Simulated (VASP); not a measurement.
## Zn12H2O: single point with PBE+D3(BJ)

System: Zn12H2O, a slab with vacuum.

```
Zn O H
1.0
     5.32000    0.00000    0.00000
     2.66000    4.60726    0.00000
     0.00000    0.00000   17.93696
Zn O H
12 1 2
Direct
  0.00000 0.00000 0.05575
  0.50000 0.00000 0.05575
  0.00000 0.50000 0.05575
  0.50000 0.50000 0.05575
  0.82885 0.33647 0.18392
  0.33790 0.33084 0.18804
  0.82923 0.83412 0.18423
  0.33823 0.83042 0.19588
  0.98216 0.00864 0.30751
  0.51436 0.99122 0.33741
  0.99646 0.50212 0.30955
  0.52148 0.48787 0.34143
  0.49508 0.75617 0.42520
  0.29187 0.35510 0.37530
  0.30676 0.85014 0.45012
```

```json
{
  "Program": "VASP 6.6.1",
  "Task": "single point",
  "Functional": "PBE",
  "Dispersion": "D3(BJ)",
  "Potentials or basis": "VASP PAW PBE potentials, release 64 (Zn, O, H)",
  "Cutoff": "520 eV",
  "k mesh": "5 × 5 × 1",
  "Occupations": "gaussian, width 0.05 eV",
  "Spin": "no spin polarisation"
}
```

```yaml
Largest_force: 0.219 eV/Å
Band_gap_on_the_k_mesh: zero (bands 76 and 77 overlap by 0.87 eV)
Dispersion_energy_per_atom: -0.251 eV
```

Forces in eV/Å, atoms in the order of the input:
```
Zn   0.178 -0.107  0.072
Zn  -0.173  0.097 -0.020
Zn   0.166 -0.092 -0.054
Zn  -0.175  0.104 -0.034
Zn  -0.007 -0.001 -0.001
Zn   0.012 -0.007 -0.019
Zn  -0.001  0.008 -0.001
Zn   0.005 -0.003 -0.009
Zn   0.000  0.000  0.020
Zn   0.010  0.020 -0.019
Zn   0.006 -0.003  0.004
Zn  -0.010 -0.016 -0.025
O    0.047 -0.027  0.007
H    0.000 -0.009  0.023
H   -0.058  0.036  0.055
```

Levels at points of the mesh, in eV from the Fermi level:
```tsv
k point	band 72	band 73	band 74	band 75	band 76	band 77	band 78	band 79	band 80	band 81
(0.00, 0.00, 0.00)	-1.82	-1.75	-1.61	-1.42	-1.38	-0.48	0.25	0.62	0.76	0.94
```

It took 4.2 min on 1 × NVIDIA H100 80GB with 1 thread of AMD EPYC 7R13 Processor (Zen 3), on a shared host, peak memory 1.6 GiB.

Caveat: there is no dipole correction, which matters where the two faces differ.
